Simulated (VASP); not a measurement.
# LiH in VASP: settings compared, part 2 of 2

VASP 6.6.1. The steps go on from the part before.

## (4) Single point, r2SCAN (uniaxial z strain +5.2%)

POSCAR

```
LiH
1.0
    0.0000000000      2.0029948411      2.1081520703
    2.0029948411      0.0000000000      2.1081520703
    2.0029948411      2.0029948411      0.0000000000
Li H
1 1
Direct
    0.0000000000      0.0000000000      0.0000000000
    0.5000000000      0.5000000000      0.5000000000
```

INCAR.step1

```
PREC = Accurate
ENCUT = 520
ISMEAR = 0
SIGMA = 0.01
LREAL = False
LASPH = True
NELM = 60
NBANDS = 9
GGA = PE
ALGO = Normal
EDIFF = 1E-4
LWAVE = True
LCHARG = False
```

INCAR.step2

```
PREC = Accurate
ENCUT = 520
EDIFF = 1E-6
ISMEAR = 0
SIGMA = 0.01
LREAL = False
LASPH = True
NELM = 60
ALGO = Normal
ISIF = 2
LWAVE = False
LCHARG = False
METAGGA = R2SCAN
LMIXTAU = True
NBANDS = 9
ISTART = 1
```

KPOINTS

```
Automatic mesh
0
Gamma
  10 10 10
```

Potentials or basis: VASP PAW PBE potentials, release 64 (Li_sv, H).

The run is started by

```sh
> cat potpaw_PBE.64/Li_sv/POTCAR potpaw_PBE.64/H/POTCAR > POTCAR
> cp INCAR.step1 INCAR
> mpirun -np 1 vasp_std > vasp.out
> cp INCAR.step2 INCAR
> mpirun -np 1 vasp_std > vasp.out
```

OUTCAR:

```text
PREC = Accurate
   ENCUT = 520
   EDIFF = 1E-6
   ISMEAR = 0
   LREAL = False
   LASPH = True
   NELM = 60
   ISIF = 2
   METAGGA = R2SCAN
   ISTART = 1

 ion  position               nearest neighbor table
   1  0.000  0.000  0.000-
   2  0.500  0.500  0.500-

  LATTYP: Found a body centered tetragonal cell.
 ALAT       =     2.8326624696
 C/A-ratio  =     1.4884597744

  Lattice vectors:

 A1 = (  -2.0029948411,   0.0000000000,   2.1081520703)
 A2 = (   2.0029948411,   0.0000000000,   2.1081520703)
 A3 = (   0.0000000000,   2.0029948411,  -2.1081520703)

Analysis of symmetry for initial positions (statically):
=====================================================================
 Subroutine PRICEL returns:
 Original cell was already a primitive cell.

 Routine SETGRP: Setting up the symmetry group for a
 body centered tetragonal supercell.

 Subroutine GETGRP returns: Found 16 space group operations
 (whereof 16 operations were pure point group operations)
 out of a pool of 16 trial point group operations.

The static configuration has the point symmetry D_4h.

Analysis of symmetry for dynamics (positions and initial velocities):
=====================================================================
 Subroutine PRICEL returns:
 Original cell was already a primitive cell.

 Routine SETGRP: Setting up the symmetry group for a
 body centered tetragonal supercell.

 Subroutine GETGRP returns: Found 16 space group operations
 (whereof 16 operations were pure point group operations)
 out of a pool of 16 trial point group operations.

The dynamic configuration has the point symmetry D_4h.

 Subroutine INISYM returns: Found 16 space group operations
 (whereof 16 operations are pure point group operations),
 and found     1 'primitive' translations

----------------------------------------------------------------------------------------

                                     Primitive cell

  volume of cell :      16.9158

  direct lattice vectors                    reciprocal lattice vectors
     0.000000000  2.002994841  2.108152070    -0.249626205  0.249626205  0.237174541
     2.002994841  0.000000000  2.108152070     0.249626205 -0.249626205  0.237174541
     2.002994841  2.002994841  0.000000000     0.249626205  0.249626205 -0.237174541

  length of vectors
     2.907970682  2.907970682  2.832662470     0.425297833  0.425297833  0.425297833

  position of ions in fractional coordinates (direct lattice)
     0.000000000  0.000000000  0.000000000
     0.500000000  0.500000000  0.500000000

  ion indices of the primitive-cell ions
   primitive index   ion index
                 1           1
                 2           2

----------------------------------------------------------------------------------------

 KPOINTS: Automatic mesh

Automatic generation of k-mesh.
 Grid dimensions read from file:
 generate k-points for:   10   10   10

 Generating k-lattice:

  Cartesian coordinates                     Fractional coordinates (reciprocal lattice)
    -0.024962620  0.024962620  0.023717454     0.100000000 -0.000000000  0.000000000
     0.024962620 -0.024962620  0.023717454    -0.000000000  0.100000000  0.000000000
     0.024962620  0.024962620 -0.023717454     0.000000000  0.000000000  0.100000000

  Length of vectors
     0.042529783  0.042529783  0.042529783

  Shift w.r.t. Gamma in fractional coordinates (k-lattice)
     0.000000000  0.000000000  0.000000000

 Subroutine IBZKPT returns following result:
 ===========================================

 Found    102 irreducible k-points:

 Following reciprocal coordinates:
            Coordinates               Weight
  0.000000  0.000000  0.000000      1.000000
  0.100000  0.000000  0.000000      8.000000
  0.200000  0.000000  0.000000      8.000000
  0.300000  0.000000  0.000000      8.000000
  0.400000 -0.000000  0.000000      8.000000
  0.500000 -0.000000  0.000000      4.000000
[... 16 lines left out ...]
  0.300000  0.300000  0.000000      2.000000
  0.400000  0.300000  0.000000      8.000000
 [... further k-points ...]
   k-points           NKPTS =    102   k-points in BZ     NKDIM =    102   number of bands    NBANDS=      9
   number of dos      NEDOS =    301   number of ions     NIONS =      2
   total plane-waves  NPLWV =  13824
   dimension x,y,z NGX =    24 NGY =   24 NGZ =   24
   dimension x,y,z NGXF=    48 NGYF=   48 NGZF=   48
   ions per type =               1   1
   NGX,Y,Z   is equivalent  to a cutoff of  13.72, 13.72, 14.09 a.u.
   NGXF,Y,Z  is equivalent  to a cutoff of  27.44, 27.44, 28.17 a.u.
 SYSTEM =  unknown system
   PREC   = accura    normal or accurate (medium, high low for compatibility)
   ISTART =      1    job   : 0-new  1-cont  2-samecut
   ICHARG =      0    charge: 1-file 2-atom 10-const
   ISPIN  =      1    spin polarized calculation?
   LNONCOLLINEAR =      F non collinear calculations
   LSORBIT =      F    spin-orbit coupling
   LASPH  =      T    aspherical Exc in radial PAW
   ENCUT  =  520.0 eV  38.22 Ry    6.18 a.u.   5.41  5.41  5.27*2*pi/ulx,y,z
   NELM   =     60;   NELMIN=  2; NELMDL=  0     # of ELM steps
   EDIFF  = 0.1E-05   stopping-criterion for ELM
   LREAL  =      F    real-space projection
   EDIFFG = 0.1E-04   stopping-criterion for IOM
   NSW    =      0    number of steps for IOM
   IBRION =     -1    ionic relax: 0-MD 1-quasi-New 2-CG
   NFREE  =      0    steps in history (QN), initial steepest desc. (CG)
   ISIF   =      2    stress and relaxation
   ISYM   =      2    0-nonsym 1-usesym 2-fastsym
   POTIM  = 0.5000    time-step for ionic-motion
   TEBEG  =    0.0;   TEEND  =   0.0 temperature during run
   PSTRESS=    0.0 pullay stress
   NELECT =       4.0000    total number of electrons
   NUPDOWN=      -1.0000    fix difference up-down
   EMIN   =  10.00;   EMAX   =-10.00  energy-range for DOS
   EFERMI =   0.00;   METHOD = LEGACY
   ISMEAR =     0;   SIGMA  =   0.01  broadening in eV -4-tet -1-fermi 0-gaus
   EFERMI_NEDOS =   21; number of points for ismear=-14 and -15
   IALGO  =     38    algorithm
   IMIX   =      4    mixing-type and parameters
     AMIX     =   0.40;   BMIX     =  1.00
     AMIX_MAG =   1.60;   BMIX_MAG =  1.00
  volume/ion in A,a.u.               =       8.46        57.08
  Fermi-wavevector in a.u.,A,eV,Ry     =   1.012351  1.913065 13.943983  1.024854
  Thomas-Fermi vector in A             =   2.145455
   LORBIT       =      0    0 simple, 1 ext, 2 COOP (PROOUT), +10 PAW based schemes
   METAGGA = R2SCAN    functional components
   LHFCALC =     F    Hartree Fock is set to
   AEXX    =    0.0000 exact exchange contribution
   IVDW    =     0    specifies the selected vdW correction
   LEPSILON=     F    determine dielectric tensor
   LRPA    =     F    only Hartree local field effects (RPA)
 non-spin polarized calculation
 Gauss-broadening in eV      SIGMA  =   0.01
  energy-cutoff  :      520.00
  volume of cell :       16.92
 maximum number of plane-waves:       475
 NGX is ok and might be reduce to    24
   NGX = 11   NGY = 11   NGZ = 11

 number of electron       4.0000002 magnetization

 Free energy of the ion-electron system (eV)
  ---------------------------------------------------
  ext. energy  EPLUGINS =         0.00000000
  ---------------------------------------------------
  free energy    TOTEN  =        -6.80713915 eV

  energy without entropy =       -6.80713915  energy(sigma->0) =       -6.80713915

 E-fermi :  -0.0015     XC(G=0):  -8.6525

 val. band max:       -0.2816897384   @ k =   0.5000   0.0000   0.5000
 cond. band min:       2.7594731340   @ k =   0.5000   0.5000   0.0000
 fundamental gap:      3.0411628724
 Fermi energy:        -0.0015315171

 k-point     1 :       0.0000    0.0000    0.0000
  band No.  band energies     occupation
      1     -46.1834      2.00000
      2      -5.6692      2.00000
      3      16.4828      0.00000
      4      18.3156      0.00000
      5      18.3159      0.00000
      6      18.7885      0.00000
      7      22.6385      0.00000
      8      22.9426      0.00000
      9      22.9427      0.00000

 k-point     2 :       0.1000    0.0000    0.0000
  band No.  band energies     occupation
      1     -46.1799      2.00000
      2      -5.4920      2.00000
      3      14.8993      0.00000
      4      17.3836      0.00000
      5      17.9960      0.00000
      6      18.1012      0.00000
      7      22.5794      0.00000
      8      23.7400      0.00000
      9      23.7931      0.00000
[... 253 lines left out ...]
 k-point    24 :       0.4000    0.3000    0.0000
  band No.  band energies     occupation
      1     -46.1478      2.00000
      2      -2.7020      2.00000
      3       6.2396      0.00000
      4      11.0959      0.00000
      5      12.5997      0.00000
      6      17.0984      0.00000
      7      18.6549      0.00000
      8      29.6018      0.00000
      9      31.3169      0.00000

 [... further k-points ...]
[... 5 lines left out ...]
  --------------------------------------------------------------------------------------
  -------------------------------------------------------------------------------------
  Total       -0.1084752     -0.1084752     -0.3962827      0.0000000      0.0000000      0.0000000
  in kB      -10.2742361    -10.2742361    -37.5339318      0.0000000      0.0000000      0.0000000
  external PRESSURE =     -19.3608013 kB  Pullay stress =       0.0000000 kB

 VOLUME and BASIS-vectors are now :
 -----------------------------------------------------------------------------
  energy-cutoff  :      520.00
  volume of cell :       16.92
      direct lattice vectors                 reciprocal lattice vectors
     0.000000000  2.002994841  2.108152070    -0.249626205  0.249626205  0.237174541
     2.002994841  0.000000000  2.108152070     0.249626205 -0.249626205  0.237174541
     2.002994841  2.002994841  0.000000000     0.249626205  0.249626205 -0.237174541

 POSITION                                       TOTAL-FORCE (eV/Angst)
 -----------------------------------------------------------------------------------
      0.00000      0.00000      0.00000         0.000000      0.000000      0.000000
      2.00299      2.00299      2.10815         0.000000     -0.000000     -0.000000
 -----------------------------------------------------------------------------------
    total drift:                                0.000000     -0.000000     -0.000000

  FREE ENERGIE OF THE ION-ELECTRON SYSTEM (eV)
  ---------------------------------------------------
  free  energy   TOTEN  =        -6.8071391459 eV

  energy  without entropy=       -6.8071391459  energy(sigma->0) =       -6.80713915
```

It took 31 s on 1 thread of Intel Xeon Platinum 8375C at 2.90GHz (Ice Lake), shared host; peak memory 0.14 GiB.

What came out:

| Property | Result |
| --- | --- |
| Free energy | -6.8071 eV |
| Band gap on the k mesh | 3.04 eV, indirect (least direct gap 3.43 eV) |

Levels at points of the mesh, in eV from the valence-band top:
```
           k point  band 1  band 2  band 3  band 4  band 5  band 6  band 7
(0.00, 0.00, 0.00)  -45.90   -5.39   16.76   18.60   18.60   19.07   22.92
(0.50, 0.00, 0.00)  -45.86   -2.63    5.42   14.20   17.24   18.09   18.59
(0.50, 0.50, 0.00)  -45.86   -0.39    3.04   11.93   11.93   15.14   18.60
(0.50, 0.00, 0.50)  -45.85    0.00    3.72   10.87   11.32   14.37   18.18
```

Caveat: the cell differs from its parent crystal (uniaxial z strain +5.2%); the cutoff is under 1.25 times the usual one of these potentials, so pressure, stress and relaxed cells hold a basis-set (Pulay) error; the PAW data sets were made with another functional, which shifts forces and pressure a little. A k mesh can miss the band edges.

## (5) Single point, HSE06 (strain -3.1%)

POSCAR

```
LiH
1.0
    0.0000000000      1.9407017015      1.9407017015
    1.9407017015      0.0000000000      1.9407017015
    1.9407017015      1.9407017015      0.0000000000
Li H
1 1
Direct
    0.0000000000      0.0000000000      0.0000000000
    0.5000000000      0.5000000000      0.5000000000
```

INCAR.step1

```
ALGO = Normal
EDIFF = 1E-5
ENCUT = 520
GGA = PE
ISIF = 2
ISMEAR = 0
LASPH = T
LCHARG = F
LREAL = F
LWAVE = T
NBANDS = 9
NELM = 60
PREC = Accurate
SIGMA = 0.01
```

INCAR.step2

```
ALGO = Normal
EDIFF = 1E-6
ENCUT = 520
GGA = PE
HFSCREEN = 0.2079
ISIF = 2
ISMEAR = 0
ISTART = 1
LASPH = T
LCHARG = F
LHFCALC = T
LREAL = F
LWAVE = F
NBANDS = 9
NELM = 60
PREC = Accurate
PRECFOCK = Normal
SIGMA = 0.01
```

KPOINTS

```
k-points
0
Gamma
  8 8 8
```

Potentials or basis: VASP PAW PBE potentials, release 64 (Li_sv, H).

The run is started by

```sh
> cat potpaw_PBE.64/Li_sv/POTCAR potpaw_PBE.64/H/POTCAR > POTCAR
> cp INCAR.step1 INCAR
> mpirun -np 1 vasp_std > vasp.out
> cp INCAR.step2 INCAR
> mpirun -np 1 vasp_std > vasp.out
```

OUTCAR:

```text
EDIFF = 1E-6
   ENCUT = 520
   GGA = PE
   HFSCREEN = 0.2079
   ISIF = 2
   ISMEAR = 0
   ISTART = 1
   LASPH = T
   LHFCALC = T
   LREAL = F
   NELM = 60
   PREC = Accurate
   PRECFOCK = Normal

 ion  position               nearest neighbor table
   1  0.000  0.000  0.000-
   2  0.500  0.500  0.500-

  LATTYP: Found a face centered cubic cell.
 ALAT       =     3.8814034030

  Lattice vectors:
[... 471 lines left out ...]
  band No.  band energies     occupation
      1     -47.2617      2.00000
      2      -2.2115      2.00000
      3       6.2261      0.00000
      4      10.4390      0.00000
      5      15.4242      0.00000
      6      18.8642      0.00000
      7      25.9603      0.00000
      8      29.2816      0.00000
      9      30.4281      0.00000

 [... further k-points ...]
[... 5 lines left out ...]
  --------------------------------------------------------------------------------------
  -------------------------------------------------------------------------------------
  Total        0.2981782      0.2981782      0.2981782     -0.0000000      0.0000000      0.0000000
  in kB       32.6798553     32.6798553     32.6798553     -0.0000000      0.0000000      0.0000000
  external PRESSURE =      32.6798553 kB  Pullay stress =       0.0000000 kB

 VOLUME and BASIS-vectors are now :
 -----------------------------------------------------------------------------
  energy-cutoff  :      520.00
  volume of cell :       14.62
      direct lattice vectors                 reciprocal lattice vectors
     0.000000000  1.940701702  1.940701702    -0.257638770  0.257638770  0.257638770
     1.940701702  0.000000000  1.940701702     0.257638770 -0.257638770  0.257638770
     1.940701702  1.940701702  0.000000000     0.257638770  0.257638770 -0.257638770

 POSITION                                       TOTAL-FORCE (eV/Angst)
 -----------------------------------------------------------------------------------
      0.00000      0.00000      0.00000        -0.000000     -0.000000     -0.000000
      1.94070      1.94070      1.94070         0.000000      0.000000      0.000000
 -----------------------------------------------------------------------------------
    total drift:                                0.000000      0.000000      0.000000

  FREE ENERGIE OF THE ION-ELECTRON SYSTEM (eV)
  ---------------------------------------------------
  free  energy   TOTEN  =        -6.7736169599 eV

  energy  without entropy=       -6.7736169599  energy(sigma->0) =       -6.77361696
```

OUTCAR.step1:

```text
EDIFF = 1E-5
   ENCUT = 520
   GGA = PE
   ISIF = 2
   ISMEAR = 0
[... 509 lines left out ...]
 -----------------------------------------------------------------------------------
      0.00000      0.00000      0.00000         0.000000     -0.000000     -0.000000
      1.94070      1.94070      1.94070        -0.000000      0.000000      0.000000
 -----------------------------------------------------------------------------------
    total drift:                                0.000000     -0.000000      0.000000

  FREE ENERGIE OF THE ION-ELECTRON SYSTEM (eV)
  ---------------------------------------------------
  free  energy   TOTEN  =        -6.1095547516 eV

  energy  without entropy=       -6.1095547516  energy(sigma->0) =       -6.10955475
```

Wall time 1.9 min (1 thread of Intel Xeon Platinum 8375C at 2.90GHz (Ice Lake), shared host); peak memory 0.23 GiB.

Results:

* Free energy: -6.7736 eV
* Band gap on the k mesh: 3.90 eV, direct

Caveat: the cell differs from its parent crystal (strain -3.1%); the cutoff is under 1.25 times the usual one of these potentials, so pressure, stress and relaxed cells hold a basis-set (Pulay) error; the PAW data sets were made with another functional, which shifts forces and pressure a little. A k mesh can miss the band edges.

## (6) Overview

| level | cell | k mesh | smearing | grid for exact exchange (PRECFOCK) | screening parameter | gap on the mesh (eV) |
| --- | --- | --- | --- | --- | --- | --- |
| PBE | a = 2.745 Å, angles 60.0°, 2 atoms | 10 × 10 × 10 | fermi-dirac 0.02 eV | - | - | 2.90 |
| r2SCAN | a = 2.745 Å, angles 60.0°, 2 atoms | 10 × 10 × 10 | gaussian 0.01 eV | - | - | 3.52 |
| r2SCAN | a = 2.908, b = 2.908, c = 2.833 Å, angles 60.9, 60.9, 58.3°, 2 atoms | 10 × 10 × 10 | gaussian 0.01 eV | - | - | 3.04 |
| HSE06 | a = 2.745 Å, angles 60.0°, 2 atoms | 8 × 8 × 8 | gaussian 0.01 eV | Normal | 0.2079 1/Å | 3.90 |

Alike in all rows: task single point; potentials or basis VASP PAW PBE potentials, release 64 (Li_sv, H); no spin polarisation; cutoff (eV) 520.

Caveats: the cutoff is under 1.25 times the usual one of these potentials, so pressure, stress and relaxed cells hold a basis-set (Pulay) error; the PAW data sets were made with another functional, which shifts forces and pressure a little (some runs).

Absolute energies hang on the potentials; compare differences alone.
